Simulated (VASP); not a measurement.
Au, 1 atom in the cell. The structure is tetragonal, space group I4/mmm (No. 139). Conventional cell: a = 2.893 Å, b = 2.893 Å, c = 3.886 Å, α = 90.00°, β = 90.00°, γ = 90.00°. Within 3.7 Å of Au (site symmetry 4/mmm) lie 12 Au at 2.82 to 2.89 Å.  This cell differs from its parent crystal: strain +0.000 along x and y, -0.050 along z.

| Item | Value |
| --- | --- |
| Program | VASP 6.6.1 |
| Task | single point |
| Functional | PBE |
| Potentials or basis | VASP PAW PBE potentials, release 64 (Au) |
| Cutoff | 520 eV |
| k mesh | 20 × 20 × 20 |
| Occupations | gaussian, width 0.15 eV |
| Spin | no spin polarisation |
| Dipole correction | no |
| Further INCAR settings | ALGO = Normal; EDIFF = 1e-06; NBANDS = 12 |

Potentials or basis: VASP PAW PBE potentials, release 64 (Au).

The run is started by

```console
$ cat potpaw_PBE.64/Au/POTCAR > POTCAR
$ mpirun -np 1 vasp_std > vasp.out
```

Hardware: 1 thread of AMD EPYC 7R43 64-Core Processor (Zen 3), on a shared host.

Task: How long does it take, and how much memory?

Result: Run time: 2 min on 1 thread of AMD EPYC 7R43 64-Core Processor (Zen 3), with other jobs on the host, peak memory 0.21 GiB. Counts: scf iterations 11, k points 641.
